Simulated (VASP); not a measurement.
# H13O6F in VASP: notebook, part 2 of 2

VASP 6.6.1. The steps go on from the part before.

**4. Single point, r2SCAN**

POSCAR

```
H13O6F
1.0
    6.5280840000      0.0000000000      0.0000000000
    0.0000000000      6.5280840000      0.0000000000
    0.0000000000      0.0000000000      6.5280840000
O H F
6 13 1
Direct
    0.2030917494      0.0155328884      0.6445842302
    0.1335767126      0.3780129055      0.8348238166
    0.7843036333      0.5947380579      0.7851308286
   -0.0115654149      0.2922603324      0.2124666288
    0.5976179228      0.2336366995      1.0898450449
    0.3044844398      0.9390657351      0.2454625277
    0.1791030875      0.1515452313      0.7075889342
    0.1070605096     -0.0782771790      0.7135784405
    0.0821067866      0.3740147952      0.9757380573
    0.2584525567      0.4573317378      0.8491159121
    0.7310414511      0.6493176252      0.6577580803
    0.9071114894      0.5101956409      0.7647726347
   -0.1404087325      0.2285050254      0.1838364825
    0.0880809744      0.1830858794      0.2375888546
    0.6143609672      0.2448651090      0.9451011966
    0.5145001198      0.1108288435      1.1142319860
    0.1906378656      0.8663338278      0.1831318347
    0.2664640957      0.9639122291      0.3942657601
    0.8764133550      0.7452722728     -0.0928450063
    0.9702846961      0.8323575493     -0.0173251447
```

INCAR.step1

```
SYSTEM = H13O6F
PREC = Accurate ; ENCUT = 520
ISMEAR = -1 ; SIGMA = 0.02
LREAL = Auto ; LASPH = .TRUE.
NELM = 80 ; NBANDS = 44
GGA = PE ; ALGO = Normal
EDIFF = 1E-4 ; LWAVE = .TRUE.
LCHARG = .FALSE.
```

INCAR.step2

```
SYSTEM = H13O6F
PREC = Accurate ; ENCUT = 520
EDIFF = 1E-7 ; ISMEAR = -1
SIGMA = 0.02 ; LREAL = Auto
LASPH = .TRUE. ; NELM = 80
ALGO = Normal ; ISIF = 2
LWAVE = .FALSE. ; LCHARG = .FALSE.
METAGGA = R2SCAN ; LMIXTAU = .TRUE.
NBANDS = 44 ; ISTART = 1
```

KPOINTS

```
regular mesh
0
G
  1 1 1
  0 0 0
```

Started as:

```bash
$ cat potpaw_PBE.64/O/POTCAR potpaw_PBE.64/H/POTCAR potpaw_PBE.64/F/POTCAR > POTCAR
$ cp INCAR.step1 INCAR
$ mpirun -np 1 vasp_gam > vasp.out
$ cp INCAR.step2 INCAR
$ mpirun -np 1 vasp_gam > vasp.out
```

Run time: 2.4 min. Hardware: 1 thread of Intel Xeon Platinum 8488C (Sapphire Rapids), shared host; peak memory 0.36 GiB.

Results (log left out):

```
Free energy   : -104.1312 eV
Pressure      : -0.3 GPa
Largest force : 1.452 eV/Å
```

Forces in eV/Å, atoms in the order of the input:
```
O   -0.589 -0.297  0.248
O    0.373  0.704 -0.325
O   -0.649  0.035 -0.158
O    1.422  0.251  0.155
O   -0.214 -0.456  0.487
O   -0.408  0.368  1.065
H   -0.020 -0.541 -0.120
H    0.671  0.734 -0.163
H   -0.333 -0.634  0.868
H   -0.114 -0.061 -0.221
H    0.305 -0.354  0.026
H    0.143 -0.121 -0.442
H   -1.020 -0.267 -0.195
H   -0.237  0.221 -0.076
H    0.028  0.016 -0.526
H   -0.085  0.249  0.059
H    0.167  0.066  0.034
H    0.311 -0.289 -1.078
H   -0.550 -0.617 -0.278
F    0.799  0.993  0.641
```

Stress tensor (GPa, compression positive):
```
-0.15  0.62  0.47
 0.62 -0.34  0.47
 0.47  0.47 -0.34
```

Levels at points of the mesh, in eV from the Fermi level:
```csv
k point,band 25,band 26,band 27,band 28,band 29,band 30,band 31,band 32
"(0.00, 0.00, 0.00)",-0.97,-0.83,-0.77,-0.51,4.84,7.95,8.13,8.42
```

Caveat: the k points lie up to 0.96 Å⁻¹ apart; the PAW data sets were made with another functional, which shifts forces and pressure a little.

**5. Single point, r2SCAN**

POSCAR

```
H13O6F
1.0
    6.5280840000      0.0000000000      0.0000000000
    0.0000000000      6.5280840000      0.0000000000
    0.0000000000      0.0000000000      6.5280840000
O H F
6 13 1
Direct
    0.1965507797      0.0195309987      0.6430677056
    0.1277710275      0.3791311509      0.8434787297
    0.7769814236      0.5859759158      0.7810408077
   -0.0055759086      0.2850913070      0.2085297922
    0.5963158562      0.2332843756      1.0921581279
    0.3053575904      0.9504320104      0.2428583946
    0.1798536906      0.1650407685      0.6817926975
    0.1129121500     -0.0416354937      0.7395278615
    0.1014692826      0.3442051297      0.9874872934
    0.2561394737      0.4514800974      0.8329090128
    0.7149111439      0.6108990019      0.6516919819
    0.9034503845      0.5147452147      0.7458543732
   -0.1489257798      0.2454165725      0.1992468234
    0.0728697731      0.1682270020      0.2423682048
    0.6686801212      0.2394883399      0.9659342619
    0.5105479648      0.1133410661      1.0851116499
    0.1891826147      0.8572806355      0.2108735120
    0.3093403823      0.9477819219      0.3866678186
    0.8823262691      0.7466202947     -0.0849713331
    0.9780358218      0.8345174480     -0.0168809102
```

Edit INCAR.step1 of step 4 so:

```diff
@@ -4,3 +4,3 @@
 LREAL = Auto ; LASPH = .TRUE.
-NELM = 80 ; NBANDS = 44
+NELM = 60 ; NBANDS = 44
 GGA = PE ; ALGO = Normal
```

INCAR.step2

```
SYSTEM = H13O6F
PREC = Accurate ; ENCUT = 520
EDIFF = 1E-6 ; ISMEAR = -1
SIGMA = 0.02 ; LREAL = Auto
LASPH = .TRUE. ; NELM = 60
ALGO = Normal ; ISIF = 2
LWAVE = .FALSE. ; LCHARG = .FALSE.
METAGGA = R2SCAN ; LMIXTAU = .TRUE.
NBANDS = 44 ; ISTART = 1
```

KPOINTS is that of step 4.

Potentials or basis: VASP PAW PBE potentials, release 64 (O, H, F).

Started as:

```bash
$ cat potpaw_PBE.64/O/POTCAR potpaw_PBE.64/H/POTCAR potpaw_PBE.64/F/POTCAR > POTCAR
$ cp INCAR.step1 INCAR
$ mpirun -np 1 vasp_gam > vasp.out
$ cp INCAR.step2 INCAR
$ mpirun -np 1 vasp_gam > vasp.out
```

OUTCAR:

```text
SYSTEM = H13O6F
   PREC = Accurate
   ENCUT = 520
   EDIFF = 1E-6
   ISMEAR = -1
   LREAL = Auto
   LASPH = .TRUE.
   NELM = 60
   ISIF = 2
   METAGGA = R2SCAN
   ISTART = 1

 ion  position               nearest neighbor table
   1  0.197  0.020  0.643-   8 0.92   7 0.99
   2  0.128  0.379  0.843-  10 0.96   9 0.98
   3  0.777  0.586  0.781-  11 0.95  12 0.97
   4  0.994  0.285  0.209-  14 0.95  13 0.97
   5  0.596  0.233  0.092-  15 0.95  16 0.96
   6  0.305  0.950  0.243-  18 0.94  17 0.99
[... 267 lines left out ...]
  Total        0.8534507      1.7142044      4.3157184      0.1202546     -1.1886244     -0.3297381
  in kB        4.9150940      9.8722465     24.8545828      0.6925565     -6.8453871     -1.8989895
  external PRESSURE =      13.2139744 kB  Pullay stress =       0.0000000 kB

 VOLUME and BASIS-vectors are now :
 -----------------------------------------------------------------------------
  energy-cutoff  :      520.00
  volume of cell :      278.20
      direct lattice vectors                 reciprocal lattice vectors
     6.528084000  0.000000000  0.000000000     0.153184303  0.000000000  0.000000000
     0.000000000  6.528084000  0.000000000     0.000000000  0.153184303  0.000000000
     0.000000000  0.000000000  6.528084000     0.000000000  0.000000000  0.153184303

 POSITION                                       TOTAL-FORCE (eV/Angst)
 -----------------------------------------------------------------------------------
      1.28310      0.12750      4.19800         1.227432      1.679429     -1.538452
      0.83410      2.47500      5.50630         0.291449      0.333708     -1.084701
      5.07220      3.82530      5.09870         0.180469     -0.172821      0.240845
      6.49168      1.86110      1.36130        -0.358375      1.194545     -0.198339
      3.89280      1.52290      0.60162        -0.031360      0.210670      0.446287
      1.99340      6.20450      1.58540        -1.120411     -0.895457     -2.014921
[... 12 lines left out ...]
      5.75990      4.87400      5.97338        -0.515386     -0.493716     -0.443007
      6.38470      5.44780      6.41788         0.419654      0.616052      0.407290
 -----------------------------------------------------------------------------------
    total drift:                               -0.004669      0.002117     -0.001687

  FREE ENERGIE OF THE ION-ELECTRON SYSTEM (eV)
  ---------------------------------------------------
  free  energy   TOTEN  =      -103.9516584500 eV

  energy  without entropy=     -103.9516584500  energy(sigma->0) =     -103.95165845
```

OUTCAR.step1:

```text
SYSTEM = H13O6F
   PREC = Accurate
   ENCUT = 520
   ISMEAR = -1
   LREAL = Auto
   LASPH = .TRUE.
   NELM = 60
[... 297 lines left out ...]
      1.99340      6.20450      1.58540        -0.817878     -0.682175     -2.357871
[... 12 lines left out ...]
      5.75990      4.87400      5.97338        -0.827551     -0.762115     -0.656535
      6.38470      5.44780      6.41788         0.716304      0.908720      0.652662
 -----------------------------------------------------------------------------------
    total drift:                               -0.009233     -0.007227      0.008738

  FREE ENERGIE OF THE ION-ELECTRON SYSTEM (eV)
  ---------------------------------------------------
  free  energy   TOTEN  =       -95.5702878651 eV

  energy  without entropy=      -95.5702878651  energy(sigma->0) =      -95.57028787
```

It took 2 min on 1 thread of Intel Xeon Platinum 8488C (Sapphire Rapids), shared host; peak memory 0.36 GiB.

What came out:

```
Free energy   : -103.9517 eV
Pressure      : 1.3 GPa
Largest force : 2.672 eV/Å
```

Forces in eV/Å, atoms in the order of the input:
```
O    1.227  1.679 -1.538
O    0.291  0.334 -1.085
O    0.180 -0.173  0.241
O   -0.358  1.195 -0.198
O   -0.031  0.211  0.446
O   -1.120 -0.895 -2.015
H    0.170 -0.484 -0.131
H   -1.348 -1.462  1.784
H   -0.268  0.000  0.603
H   -0.033  0.003  0.316
H   -0.568  0.435 -0.603
H    0.451 -0.449  0.438
H   -0.178 -0.096  0.027
H    0.770 -1.178  0.420
H    0.227  0.146 -0.798
H   -0.357 -0.352  0.307
H    1.018  0.717 -0.127
H    0.022  0.248  1.948
H   -0.515 -0.494 -0.443
F    0.420  0.616  0.407
```

Stress tensor (GPa, compression positive):
```
 0.49  0.07 -0.19
 0.07  0.99 -0.68
-0.19 -0.68  2.49
```

Levels at points of the mesh, in eV from the Fermi level:
| k point | band 26 | band 27 | band 28 | band 29 | band 30 | band 31 |
| --- | --- | --- | --- | --- | --- | --- |
| (0.00, 0.00, 0.00) | -1.01 | -0.85 | -0.52 | 4.87 | 8.08 | 8.11 |

Caveat: the k points lie up to 0.96 Å⁻¹ apart; the atoms stand as in a frame of molecular dynamics; the PAW data sets were made with another functional, which shifts forces and pressure a little.

**6. Summary**

```tsv
cell	pressure (GPa)	largest force (eV/Å)
as given, atomic positions A	0.1	2.06
as given, atomic positions B	-0.1	1.58
as given, atomic positions C	-0.3	1.45
as given, atomic positions D	1.3	2.67
```

Alike in all rows: task single point; level r2SCAN; potentials or basis VASP PAW PBE potentials, release 64 (O, H, F); no spin polarisation; k mesh 1 × 1 × 1; cutoff (eV) 520; smearing fermi-dirac 0.02 eV.

Caveats: all runs use coarse meshes; the PAW data sets were made with another functional, which shifts forces and pressure a little; the atoms stand as in a frame of molecular dynamics (at least some runs).

Absolute energies hang on the potentials; compare differences alone.
